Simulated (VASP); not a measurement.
Runs of VASP 6.6.1 on Bi2Se3. The structure is that of space group R-3m (No. 166), or close to it. The cells are those of the table. 

| cell | gap on the mesh (eV) | pressure (GPa) | largest force (eV/Å) |
| --- | --- | --- | --- |
| a = 9.127 Å, angles 27.3°, 5 atoms | 0.06 | -0.3 | 0.27 |
| a = 10.211 Å, angles 23.4°, 5 atoms | 0.29 | -2.5 | 0.33 |
| a = 10.583 Å, angles 22.6°, 5 atoms | (b) | -4.3 | 0.71 |
| a = 9.521 Å, angles 27.2°, 5 atoms | 0.08 | -6.0 | 0.41 |
| a = 10.541 Å, angles 20.8°, 5 atoms | (c) | (d) | 0.65 |
| a = 10.562 Å, angles 21.7°, 5 atoms | (a) | -0.1 | 0.25 |

Alike in all rows: task single point; level PBEsol; potentials or basis VASP PAW PBE potentials, release 64 (Bi_d, Se); no spin polarisation; k mesh 12 × 12 × 12; cutoff (eV) 520; smearing gaussian 0.03 eV.

Problem. Estimate the missing entries.

Solution. (a) 0.40; (b) 0.43; (c) none; (d) 6.3.

Caveats: the PAW data sets were made with another functional, which shifts forces and pressure a little; spin-orbit coupling is left out, which moves the levels of the heavy elements; the cell stands under tension (at least some runs); the stress differs along the axes, from 1 to 9 GPa (at least some runs); the stress differs along the axes, from -4 to 2 GPa (at least some runs).

A k mesh can miss the band edges, and the runs leave out spin-orbit coupling on Bi, Se.
